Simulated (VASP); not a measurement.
Write the native input for VASP 6.6.1 that does the following.

* Task: single point
* Functional: PBEsol
* Potentials or basis: VASP PAW PBE potentials, release 64 (Bi_d, Te)
* Cutoff: 520 eV
* k mesh: 7 × 7 × 7
* Occupations: fermi-dirac, width 0.08 eV
* Spin: no spin polarisation
* Dipole correction: no
* Further INCAR settings: ALGO = Normal; EDIFF = 1e-06; NBANDS = 32

The structure of Bi2Te3 lies in POSCAR:

```
Bi2Te3
1.0
    2.2218591383      1.2827909716     10.2994441566
   -2.2218591383      1.2827909716     10.2994441566
    0.0000000000     -2.5655819432     10.2994441566
Bi Te
2 3
Direct
    0.4000000000      0.4000000000      0.4000000000
    0.6000000000      0.6000000000      0.6000000000
    0.0000000000      0.0000000000      0.0000000000
    0.2095000000      0.2095000000      0.2095000000
    0.7905000000      0.7905000000      0.7905000000
```

The input as run:

INCAR

```
  ALGO = Normal
  EDIFF = 1E-6
  ENCUT = 520
  GGA = PS
  ISIF = 2
  ISMEAR = -1
  LASPH = T
  LCHARG = T
  LELF = T
  LREAL = F
  LVHAR = T
  LWAVE = F
  NBANDS = 32
  NELM = 80
  PREC = Accurate
  SIGMA = 0.08
```

KPOINTS

```
k-points
0
Gamma
  7 7 7
```

Potentials or basis: VASP PAW PBE potentials, release 64 (Bi_d, Te).

Run with:

```console
$ cat potpaw_PBE.64/Bi_d/POTCAR potpaw_PBE.64/Te/POTCAR > POTCAR
$ mpirun -np 1 vasp_std > vasp.out
```

Results of the run:

```yaml
Pressure: -2.4 GPa
Largest_force: 0.327 eV/Å
Band_gap_on_the_k_mesh: 0.25 eV
```

Caveat: the PAW data sets were made with another functional, which shifts forces and pressure a little; spin-orbit coupling is left out, which moves the levels of the heavy elements.

Run time: 21 min on 1 thread of Intel Xeon 8259CL, on a shared host, peak memory 1 GiB.
